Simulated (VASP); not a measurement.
Write the native input for VASP 6.6.1 that does the following.

```yaml
Task: single point
Functional: LDA
Potentials_or_basis: VASP PAW LDA potentials, release 64 (Ga_d, P)
Cutoff: 520 eV
k_mesh: 9 × 9 × 9
Occupations: gaussian, width 0.05 eV
Spin: no spin polarisation
Dipole_correction: no
Further_INCAR_settings: ALGO = Normal; EDIFF = 1e-06; NBANDS = 26
```

The structure of GaP lies in POSCAR:

```
GaP
1.0
    1.8083303256      1.0440400003      6.3807538317
   -1.8083303256      1.0440400003      6.3807538317
    0.0000000000     -2.0880800006      6.3807538317
Ga P
2 2
Direct
    0.4359784395      0.4359784395      0.4359784395
    0.5640215605      0.5640215605      0.5640215605
    0.0580350955      0.0580350955      0.0580350955
    0.9419649045      0.9419649045      0.9419649045
```

The input as run:

INCAR

```
ALGO = Normal
EDIFF = 1E-6
ENCUT = 520
GGA = CA
ISIF = 2
ISMEAR = 0
LASPH = T
LCHARG = T
LELF = T
LREAL = F
LVHAR = T
LWAVE = F
NBANDS = 26
NELM = 60
PREC = Accurate
SIGMA = 0.05
```

KPOINTS

```
k-points
0
Gamma
  9 9 9
```

Potentials or basis: VASP PAW LDA potentials, release 64 (Ga_d, P).

Command:

```console
$ cat potpaw_LDA.64/Ga_d/POTCAR potpaw_LDA.64/P/POTCAR > POTCAR
$ mpirun -np 1 vasp_std > vasp.out
```

It gave:

* Pressure: 8.8 GPa
* Largest force: 0.789 eV/Å
* Band gap on the k mesh: 0.38 eV (least direct gap 1.17 eV)

Caveat: the cell stands under pressure; an odd mesh through Γ misses points on the zone boundary, where band edges can lie.

Run time: 10 min on 1 thread of Intel Xeon 8259CL, on a shared host, peak memory 0.36 GiB.
